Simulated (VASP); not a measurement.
Set up this calculation in VASP 6.6.1, as the native input.

* Task: single point
* Functional: LDA
* Potentials or basis: VASP PAW LDA potentials, release 64 (Hf_pv, O)
* Cutoff: 520 eV
* k mesh: 8 × 8 × 8
* Occupations: gaussian, width 0.05 eV
* Spin: no spin polarisation
* Dipole correction: no
* Further INCAR settings: ALGO = Normal; EDIFF = 1e-07; NBANDS = 18

The structure of HfO2 lies in POSCAR:

```
HfO2
1.0
    0.0000000000      2.5008001766      2.5008001766
    2.5008001766      0.0000000000      2.5008001766
    2.5008001766      2.5008001766      0.0000000000
Hf O
1 2
Direct
   -0.0021147393      0.0021147393      0.0042294786
    0.2617962244      0.2382037756      0.2264075513
    0.7617962244      0.7382037756      0.7264075513
```

This cell differs from its parent crystal: mode 4 frozen in at -0.088 Å and mode 5 at -0.029 Å (largest displacements).

The input as run:

INCAR

```
PREC = Accurate ; ENCUT = 520
EDIFF = 1E-7 ; ISMEAR = 0
SIGMA = 0.05 ; LREAL = F
LASPH = T ; NELM = 100
ALGO = Normal ; ISIF = 2
LWAVE = F ; LCHARG = T
LELF = T ; LVHAR = T
NBANDS = 18
```

KPOINTS

```
regular mesh
0
Gamma
  8 8 8
```

Potentials or basis: VASP PAW LDA potentials, release 64 (Hf_pv, O).

The run is started by

```sh
$ cat potpaw_LDA.64/Hf_pv/POTCAR potpaw_LDA.64/O/POTCAR > POTCAR
$ mpirun -np 1 vasp_std > vasp.out
```

Results of the run:

The pressure is -1.8 GPa. The largest force is 0.743 eV/Å. The band gap on the k mesh is 3.70 eV, direct.

Caveat: the cell differs from its parent crystal (mode 4 frozen in at -0.088 Å and mode 5 at -0.029 Å (largest displacements)); spin-orbit coupling is left out, which moves the levels of the heavy elements.

It took 72 s on 1 thread of Intel(R) Xeon(R) Platinum 8488C (Sapphire Rapids), on a shared host, peak memory 0.2 GiB.
